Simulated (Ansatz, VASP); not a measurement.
# One calculation of TiO2, two programs

The input INCAR:

```
SYSTEM = TiO2
ALGO     = Normal         ! electronic algorithm
EDIFF    = 1E-6           ! SCF threshold, eV
ENCUT    = 520            ! plane-wave cutoff, eV
GGA      = PE             ! functional
ISIF     = 2              ! what is computed and relaxed
ISMEAR   = 0              ! smearing method
LASPH    = .TRUE.         ! aspherical terms in the spheres
LCHARG   = .FALSE.        ! write CHGCAR
LDAU     = .TRUE.         ! DFT+U
LDAUJ    = 0 0          
LDAUL    = 2 -1           ! shell
LDAUPRINT= 1            
LDAUTYPE = 2            
LDAUU    = 4 0            ! U, eV
LMAXMIX  = 4              ! l up to which the mixer works
LREAL    = .FALSE.        ! projectors in reciprocal space
LWAVE    = .FALSE.        ! write WAVECAR
NBANDS   = 33             ! bands
NELM     = 150            ! most SCF steps
PREC     = Accurate       ! precision mode
SIGMA    = 0.05           ! smearing width, eV
```

File KPOINTS:

```
k-points
0
G
  8 8 8
  0 0 0
```

POSCAR

```
TiO2
1.0
   -1.9722500000      1.9722500000      4.7595000000
    1.9722500000     -1.9722500000      4.7595000000
    1.9722500000      1.9722500000     -4.7595000000
Ti O
2 4
Direct
    0.0000000000      0.0000000000      0.0000000000
    0.7500000000      0.2500000000      0.5000000000
    0.2052277854      0.2052277854      0.0000000000
    0.9552277854      0.4552277854      0.5000000000
    0.5447722146      0.0447722146      0.5000000000
    0.7947722146      0.7947722146      0.0000000000
```

Input for Ansatz:

```yaml
crystal:
  lattice:
    - [-1.97225, 1.97225, 4.7595]
    - [1.97225, -1.97225, 4.7595]
    - [1.97225, 1.97225, -4.7595]
  atoms:
    - { symbol: Ti, position: [0.0, 0.0, 0.0] }
    - { symbol: Ti, position: [0.75, 0.25, 0.5] }
    - { symbol: O, position: [0.2052277854, 0.2052277854, 0.0] }
    - { symbol: O, position: [0.9552277854, 0.4552277854, 0.5] }
    - { symbol: O, position: [0.5447722146, 0.0447722146, 0.5] }
    - { symbol: O, position: [0.7947722146, 0.7947722146, 0.0] }
basis:
  ecutwfc: 520.0
kpoints:
  mp_grid: { grid: [8, 8, 8] }
hamiltonian:
  xc: pbe
  pseudopotentials: { kind: paw, azcp: { folder: soft_1 } }
  hubbard: { sites: [{ species: Ti, l: d, u_eff: 4.0 }] }
scf:
  occupations: { method: gaussian, width: 0.05 }
output:
  forces: true
  stress: true
  eigenvalues: true
```

Alike in both runs: task single point; functional PBE; k mesh 8 × 8 × 8; occupations gaussian, width 0.05 eV; no spin polarisation; Hubbard terms Ti d U = 4.0 eV.

|  | VASP | Ansatz |
| --- | --- | --- |
| version | VASP 6.6.1 | Ansatz 0.2.0 |
| potentials or method | VASP PAW PBE potentials, release 64 (Ti_sv, O), cutoff 520 eV | scalar-relativistic, plane waves, PAW |
| valence electrons in the cell | 48 | 48 |

Ansatz gave:

```
gap on the k mesh at the Fermi level (eV)                     : 2.59
least direct gap on the mesh (eV)                             : 2.82
pressure (GPa)                                                : -5.5
traceless stress, the component that is largest in VASP (GPa) : 7.98
rms of the force components (eV/Å)                            : 0.201
```

Problem. Estimate VASP's values.

Solution. gap on the k mesh at the Fermi level (eV): 2.59; least direct gap on the mesh (eV): 2.83; pressure (GPa): -1.9; traceless stress, the component that is largest in VASP (GPa): 8.59; rms of the force components (eV/Å): 0.310.

The programs project onto different local orbitals, so the same U acts differently, and such runs can settle in different states. Atom by atom the forces differ by 0.109 eV/Å (rms over components).
